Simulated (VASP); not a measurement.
TaN: single point with PBE

The system is TaN.

```
CELL_PARAMETERS angstrom
0.00000 2.13452 2.13452
2.13452 0.00000 2.13452
2.13452 2.13452 0.00000
ATOMIC_POSITIONS crystal
Ta 0.50000 0.50000 0.50000
N 0.00000 0.00000 0.00000
```

| Property | Result |
| --- | --- |
| Program | VASP 6.6.1 |
| Task | single point |
| Functional | PBE |
| Potentials or basis | VASP PAW PBE potentials, release 64 (Ta_pv, N) |
| Cutoff | 520 eV |
| k mesh | 11 × 11 × 11 |
| Occupations | gaussian, width 0.1 eV |
| Spin | no spin polarisation |
| Dipole correction | no |
| Further INCAR settings | ALGO = Normal; EDIFF = 1e-06; NBANDS = 15 |

- Pressure: 43.6 GPa
- Band gap on the k mesh: zero (band 8 reaches 12.50 eV, above the bottom of band 9 at 8.22 eV)

Levels at points of the mesh, in eV from the Fermi level:
| k point | band 5 | band 6 | band 7 | band 8 | band 9 | band 10 | band 11 | band 12 |
| --- | --- | --- | --- | --- | --- | --- | --- | --- |
| (0.00, 0.00, 0.00) | -4.13 | -4.13 | -4.13 | -2.42 | -2.42 | -2.42 | 0.04 | 0.04 |

It took 17 s on 1 thread of AMD EPYC 7R13 Processor (Zen 3) (shared host), peak memory 0.12 GiB.

Caveat: spin-orbit coupling is left out, which moves the levels of the heavy elements.
